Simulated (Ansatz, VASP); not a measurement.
**Two plane-wave programs on AlN**

File INCAR:

```
SYSTEM = AlN
PREC = Accurate
ENCUT = 520
EDIFF = 1E-7
ISMEAR = 0
SIGMA = 0.05
LREAL = .FALSE.
LASPH = .TRUE.
NELM = 60
ALGO = Normal
ISIF = 2
LWAVE = .FALSE.
LCHARG = .FALSE.
GGA = PE
NBANDS = 26
```

The input KPOINTS:

```
Automatic mesh
0
G
  6 6 6
  0 0 0
```

The input POSCAR:

```
AlN
1.0
    4.3679871192      0.0000000000      0.0000000000
    0.0000000000     -4.3679871192      0.0000000000
    0.0000000000      0.0000000000     -4.3679871192
Al N
4 4
Direct
    0.0015173386      0.4853591589      0.4852187059
    0.4905107619      0.0150630742      0.5005822066
    0.5057812798      0.4915155733     -0.0068423574
    0.0030464684      0.0010998814      0.0001936979
    0.7348622086      0.7551521926      0.7587472363
    0.2561810148      0.2374198011      0.7465331279
    0.2608574415      0.7650125782      0.2728887769
    0.7472434864      0.2493777403      0.2426786059
```

Input for Ansatz:

```yaml
crystal:
  lattice:
    - [4.3679871192, 0.0, 0.0]
    - [0.0, -4.3679871192, 0.0]
    - [0.0, 0.0, -4.3679871192]
  atoms:
    - { symbol: Al, position: [0.0015173386, 0.4853591589, 0.4852187059] }
    - { symbol: Al, position: [0.4905107619, 0.0150630742, 0.5005822066] }
    - { symbol: Al, position: [0.5057812798, 0.4915155733, -0.0068423574] }
    - { symbol: Al, position: [0.0030464684, 0.0010998814, 0.0001936979] }
    - { symbol: "N", position: [0.7348622086, 0.7551521926, 0.7587472363] }
    - { symbol: "N", position: [0.2561810148, 0.2374198011, 0.7465331279] }
    - { symbol: "N", position: [0.2608574415, 0.7650125782, 0.2728887769] }
    - { symbol: "N", position: [0.7472434864, 0.2493777403, 0.2426786059] }
basis:
  ecutwfc: 420
kpoints:
  mp_grid: { grid: [6, 6, 6] }
hamiltonian:
  xc: pbe
scf:
  occupations: { method: gaussian, width: 0.05 }
output:
  forces: true
  stress: true
  eigenvalues: true
```

Change from the starting cell: all atoms moved at random (sigma 0.06 Å a component).

Alike in both runs: task single point; functional PBE; k mesh 6 × 6 × 6; occupations gaussian, width 0.05 eV; no spin polarisation.

|  | VASP | Ansatz |
| --- | --- | --- |
| version | VASP 6.6.1 | Ansatz 0.2.0 |
| potentials or method | VASP PAW PBE potentials, release 64 (Al, N), cutoff 520 eV | scalar-relativistic, plane waves, PAW |
| valence electrons in the cell | 32 | 32 |

```tsv
	VASP	Ansatz	Ansatz less VASP
gap on the k mesh at the Fermi level (eV)	2.63	2.64	+0.008
least direct gap on the mesh (eV)	2.63	2.64	+0.008
pressure (GPa)	6.6	6.9	+0.24
traceless stress, the component that is largest in VASP (GPa)	-1.83	-1.82	+0.006
rms of the force components (eV/Å)	1.166	1.162	-0.0038
```

Atom by atom the forces differ by 0.005 eV/Å (rms over components).
